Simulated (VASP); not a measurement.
# BaS (I4/mmm) in VASP: notebook, part 4 of 4

VASP 6.6.1.

## (6) Single point, LDA (strain +0.0200 x Voigt [0, 0, 1, 0, 0, 0])

Input file INCAR:

```
SYSTEM = BaS
ALGO = Normal
EDIFF = 1E-6
ENCUT = 520
GGA = CA
ISIF = 2
ISMEAR = 0
LASPH = .True.
LCHARG = .False.
LREAL = .False.
LWAVE = .False.
NBANDS = 15
NELM = 60
PREC = Accurate
SIGMA = 0.05
```

Input file KPOINTS:

```
k-points
0
Gamma
  8 8 8
  0 0 0
```

Input file POSCAR:

```
BaS
1.0
    0.0000000000      3.1937500000      3.2576250000
    3.1937500000      0.0000000000      3.2576250000
    3.1937500000      3.1937500000      0.0000000000
Ba S
1 1
Direct
    0.0000000000      0.0000000000      0.0000000000
    0.5000000000      0.5000000000      0.5000000000
```

Potentials or basis: VASP PAW LDA potentials, release 64 (Ba_sv, S).

On the command line:

```
> cat potpaw_LDA.64/Ba_sv/POTCAR potpaw_LDA.64/S/POTCAR > POTCAR
> mpirun -np 1 vasp_std > vasp.out
```

OUTCAR:

```text
SYSTEM = BaS
   EDIFF = 1E-6
   ENCUT = 520
   GGA = CA
   ISIF = 2
   ISMEAR = 0
   LASPH = .True.
   LREAL = .False.
   NELM = 60
   PREC = Accurate

 ion  position               nearest neighbor table
   1  0.000  0.000  0.000-   2 3.19   2 3.19   2 3.19   2 3.19   2 3.26   2 3.26
   2  0.500  0.500  0.500-   1 3.19   1 3.19   1 3.19   1 3.19   1 3.26   1 3.26

  LATTYP: Found a body centered tetragonal cell.
 ALAT       =     4.5166445648
 C/A-ratio  =     1.4424978336

  Lattice vectors:

 A1 = (  -3.1937500000,   0.0000000000,   3.2576250000)
 A2 = (   3.1937500000,   0.0000000000,   3.2576250000)
 A3 = (   0.0000000000,   3.1937500000,  -3.2576250000)

Analysis of symmetry for initial positions (statically):
=====================================================================
 Subroutine PRICEL returns:
 Original cell was already a primitive cell.

 Routine SETGRP: Setting up the symmetry group for a
 body centered tetragonal supercell.

 Subroutine GETGRP returns: Found 16 space group operations
 (whereof 16 operations were pure point group operations)
 out of a pool of 16 trial point group operations.

The static configuration has the point symmetry D_4h.

Analysis of symmetry for dynamics (positions and initial velocities):
=====================================================================
 Subroutine PRICEL returns:
 Original cell was already a primitive cell.

 Routine SETGRP: Setting up the symmetry group for a
 body centered tetragonal supercell.

 Subroutine GETGRP returns: Found 16 space group operations
 (whereof 16 operations were pure point group operations)
 out of a pool of 16 trial point group operations.

The dynamic configuration has the point symmetry D_4h.

 Subroutine INISYM returns: Found 16 space group operations
 (whereof 16 operations are pure point group operations),
 and found     1 'primitive' translations

----------------------------------------------------------------------------------------

                                     Primitive cell

  volume of cell :      66.4558

  direct lattice vectors                    reciprocal lattice vectors
     0.000000000  3.193750000  3.257625000    -0.156555773  0.156555773  0.153486052
     3.193750000  0.000000000  3.257625000     0.156555773 -0.156555773  0.153486052
     3.193750000  3.193750000  0.000000000     0.156555773  0.156555773 -0.153486052

  length of vectors
     4.562034601  4.562034601  4.516644565     0.269401908  0.269401908  0.269401908

  position of ions in fractional coordinates (direct lattice)
     0.000000000  0.000000000  0.000000000
     0.500000000  0.500000000  0.500000000

  ion indices of the primitive-cell ions
   primitive index   ion index
                 1           1
                 2           2

----------------------------------------------------------------------------------------

 KPOINTS: k-points

Automatic generation of k-mesh.
 Grid dimensions read from file:
 generate k-points for:    8    8    8

 Generating k-lattice:

  Cartesian coordinates                     Fractional coordinates (reciprocal lattice)
    -0.019569472  0.019569472  0.019185756     0.125000000 -0.000000000  0.000000000
[... 42 lines left out ...]
   number of dos      NEDOS =    301   number of ions     NIONS =      2
   total plane-waves  NPLWV =  46656
   dimension x,y,z NGX =    36 NGY =   36 NGZ =   36
   dimension x,y,z NGXF=    72 NGYF=   72 NGZF=   72
   ions per type =               1   1
   NGX,Y,Z   is equivalent  to a cutoff of  13.12, 13.12, 13.25 a.u.
   NGXF,Y,Z  is equivalent  to a cutoff of  26.24, 26.24, 26.50 a.u.
 SYSTEM =  BaS
   PREC   = accura    normal or accurate (medium, high low for compatibility)
   ISTART =      0    job   : 0-new  1-cont  2-samecut
   ICHARG =      2    charge: 1-file 2-atom 10-const
   ISPIN  =      1    spin polarized calculation?
   LNONCOLLINEAR =      F non collinear calculations
   LSORBIT =      F    spin-orbit coupling
   LASPH  =      T    aspherical Exc in radial PAW
   ENCUT  =  520.0 eV  38.22 Ry    6.18 a.u.   8.48  8.48  8.40*2*pi/ulx,y,z
   NELM   =     60;   NELMIN=  2; NELMDL= -5     # of ELM steps
   EDIFF  = 0.1E-05   stopping-criterion for ELM
   LREAL  =      F    real-space projection
   EDIFFG = 0.1E-04   stopping-criterion for IOM
   NSW    =      0    number of steps for IOM
   IBRION =     -1    ionic relax: 0-MD 1-quasi-New 2-CG
   NFREE  =      0    steps in history (QN), initial steepest desc. (CG)
   ISIF   =      2    stress and relaxation
   ISYM   =      2    0-nonsym 1-usesym 2-fastsym
   POTIM  = 0.5000    time-step for ionic-motion
   TEBEG  =    0.0;   TEEND  =   0.0 temperature during run
   PSTRESS=    0.0 pullay stress
   NELECT =      16.0000    total number of electrons
   NUPDOWN=      -1.0000    fix difference up-down
   EMIN   =  10.00;   EMAX   =-10.00  energy-range for DOS
   EFERMI =   0.00;   METHOD = LEGACY
   ISMEAR =     0;   SIGMA  =   0.05  broadening in eV -4-tet -1-fermi 0-gaus
   EFERMI_NEDOS =   21; number of points for ismear=-14 and -15
   IALGO  =     38    algorithm
   IMIX   =      4    mixing-type and parameters
     AMIX     =   0.40;   BMIX     =  1.00
     AMIX_MAG =   1.60;   BMIX_MAG =  1.00
  volume/ion in A,a.u.               =      33.23       224.23
  Fermi-wavevector in a.u.,A,eV,Ry     =   1.018444  1.924580 14.112348  1.037228
  Thomas-Fermi vector in A             =   2.151902
   LORBIT       =      0    0 simple, 1 ext, 2 COOP (PROOUT), +10 PAW based schemes
   GGA     = CA    functional components
   LHFCALC =     F    Hartree Fock is set to
   AEXX    =    0.0000 exact exchange contribution
   IVDW    =     0    specifies the selected vdW correction
   LEPSILON=     F    determine dielectric tensor
   LRPA    =     F    only Hartree local field effects (RPA)
 non-spin polarized calculation
 Gauss-broadening in eV      SIGMA  =   0.05
  energy-cutoff  :      520.00
  volume of cell :       66.46
 maximum number of plane-waves:      1824
 NGX is ok and might be reduce to    36
   NGX = 17   NGY = 17   NGZ = 17

 number of electron      16.0000002 magnetization

 Free energy of the ion-electron system (eV)
  ---------------------------------------------------
  ext. energy  EPLUGINS =         0.00000000
  ---------------------------------------------------
  free energy    TOTEN  =       -11.13804893 eV

  energy without entropy =      -11.13804893  energy(sigma->0) =      -11.13804893

 E-fermi :   1.4635     XC(G=0):  -8.9115

 val. band max:        1.1571059437   @ k =   0.0000   0.0000   0.0000
 cond. band min:       3.0690799714   @ k =   0.5000   0.0000   0.5000
 fundamental gap:      1.9119740277
 Fermi energy:         1.4634634830

 k-point     1 :       0.0000    0.0000    0.0000
  band No.  band energies     occupation
      1     -24.9227      2.00000
      2      -9.9989      2.00000
      3      -9.9989      2.00000
      4      -9.9982      2.00000
      5      -9.1493      2.00000
      6       1.0980      2.00000
      7       1.1571      2.00000
      8       1.1571      2.00000
      9       4.3389      0.00000
     10       4.7458      0.00000
     11       4.8817      0.00000
     12       4.8817      0.00000
     13       5.7578      0.00000
     14       5.8575      0.00000
[... 401 lines left out ...]
      2     -10.8608      2.00000
      3     -10.0693      2.00000
      4     -10.0569      2.00000
      5      -8.2370      2.00000
      6      -0.4207      2.00000
      7       0.2980      2.00000
      8       0.4531      2.00000
      9       4.7885      0.00000
     10       6.5834      0.00000
     11       6.7156      0.00000
     12       6.9281      0.00000
     13       7.6416      0.00000
     14       9.0947      0.00000
     15      11.0494      0.00000

 [... further k-points ...]

------------------------ aborting loop because EDIFF is reached ----------------------------------------

  FORCE on cell =-STRESS in cart. coord.  units (eV):
  Direction    XX          YY          ZZ          XY          YZ          ZX
  --------------------------------------------------------------------------------------
  -------------------------------------------------------------------------------------
  Total       -0.8841238     -0.8841238     -1.4526516      0.0000000      0.0000000      0.0000000
  in kB      -21.3152665    -21.3152665    -35.0218540      0.0000000      0.0000000      0.0000000
  external PRESSURE =     -25.8841290 kB  Pullay stress =       0.0000000 kB

 VOLUME and BASIS-vectors are now :
 -----------------------------------------------------------------------------
  energy-cutoff  :      520.00
  volume of cell :       66.46
      direct lattice vectors                 reciprocal lattice vectors
     0.000000000  3.193750000  3.257625000    -0.156555773  0.156555773  0.153486052
     3.193750000  0.000000000  3.257625000     0.156555773 -0.156555773  0.153486052
     3.193750000  3.193750000  0.000000000     0.156555773  0.156555773 -0.153486052

 POSITION                                       TOTAL-FORCE (eV/Angst)
 -----------------------------------------------------------------------------------
      0.00000      0.00000      0.00000        -0.000000     -0.000000      0.000000
      3.19375      3.19375      3.25762         0.000000      0.000000     -0.000000
 -----------------------------------------------------------------------------------
    total drift:                                0.000000      0.000000      0.000000

  FREE ENERGIE OF THE ION-ELECTRON SYSTEM (eV)
  ---------------------------------------------------
  free  energy   TOTEN  =       -11.1380489309 eV

  energy  without entropy=      -11.1380489309  energy(sigma->0) =      -11.13804893
```

OSZICAR:

```text
N       E                     dE             d eps       ncg     rms          rms(c)
DAV:   1     0.812221602292E+02    0.81222E+02   -0.68771E+03  1770   0.932E+02
DAV:   2    -0.661465565824E+01   -0.87837E+02   -0.79286E+02  2400   0.168E+02
DAV:   3    -0.115606281111E+02   -0.49460E+01   -0.49086E+01  2438   0.414E+01
DAV:   4    -0.116714511503E+02   -0.11082E+00   -0.11079E+00  2348   0.623E+00
DAV:   5    -0.116735861938E+02   -0.21350E-02   -0.21350E-02  2582   0.688E-01    0.473E+00
DAV:   6    -0.111651189689E+02    0.50847E+00   -0.67969E-01  2057   0.490E+00    0.326E+00
DAV:   7    -0.111431993879E+02    0.21920E-01   -0.13576E-01  2226   0.201E+00    0.191E+00
DAV:   8    -0.111389421265E+02    0.42573E-02   -0.21443E-02  1959   0.822E-01    0.268E-01
DAV:   9    -0.111378856303E+02    0.10565E-02   -0.25950E-03  2134   0.294E-01    0.150E-01
DAV:  10    -0.111380593143E+02   -0.17368E-03   -0.22677E-04  1987   0.102E-01    0.323E-02
DAV:  11    -0.111380481748E+02    0.11140E-04   -0.44071E-05  2393   0.370E-02    0.131E-02
DAV:  12    -0.111380489309E+02   -0.75607E-06   -0.39229E-06  1980   0.109E-02
   1 F= -.11138049E+02 E0= -.11138049E+02  d E =-.546859E-20
```

stdout:

```text
POSCAR found type information on POSCAR BaS
 POSCAR found :  2 types and       2 ions
 scaLAPACK will be used
 LDA part: xc-table for (Slater(with rela. corr.)+CA(PZ))
 , standard interpolation
 POSCAR, INCAR and KPOINTS ok, starting setup
 FFT: planning ... GRIDC
 FFT: planning ... GRID_SOFT
 FFT: planning ... GRID
 WAVECAR not read
 entering main loop
```

Run time: 37 s. Hardware: 1 thread of Intel Xeon Platinum 8488C (Sapphire Rapids), shared host; peak memory 0.2 GiB.

What came out:

* Free energy: -11.1380 eV
* Pressure: -2.6 GPa
* Band gap on the k mesh: 1.91 eV, indirect (least direct gap 2.06 eV)

Stress tensor (GPa, compression positive):
```
-2.13  0.00  0.00
 0.00 -2.13  0.00
 0.00  0.00 -3.50
```

Caveat: the cell differs from its parent crystal (strain +0.0200 x Voigt [0, 0, 1, 0, 0, 0]); spin-orbit coupling is left out, which moves the levels of the heavy elements. A k mesh can miss the band edges.

## (7) The runs side by side

| cell | gap on the mesh (eV) | pressure (GPa) |
| --- | --- | --- |
| a = 4.472, b = 4.472, c = 4.517 Å, angles 59.7, 59.7, 60.7°, 2 atoms | 1.80 | -0.9 |
| a = 4.494, b = 4.494, c = 4.517 Å, angles 59.8, 59.8, 60.3°, 2 atoms | 1.86 | -1.4 |
| a = 4.539, b = 4.539, c = 4.517 Å, angles 60.2, 60.2, 59.7°, 2 atoms | 1.91 | -2.2 |
| a = 4.585, b = 4.585, c = 4.517 Å, angles 60.5, 60.5, 59.0°, 2 atoms | 1.92 | -2.9 |
| a = 4.562, b = 4.562, c = 4.517 Å, angles 60.3, 60.3, 59.3°, 2 atoms | 1.91 | -2.6 |

Alike in all rows: task single point; level LDA; potentials or basis VASP PAW LDA potentials, release 64 (Ba_sv, S); no spin polarisation; k mesh 8 × 8 × 8; cutoff (eV) 520; smearing gaussian 0.05 eV.

Caveats: spin-orbit coupling is left out, which moves the levels of the heavy elements.

Total energies depend on the potentials used, so only differences within one code and one set of settings carry meaning.
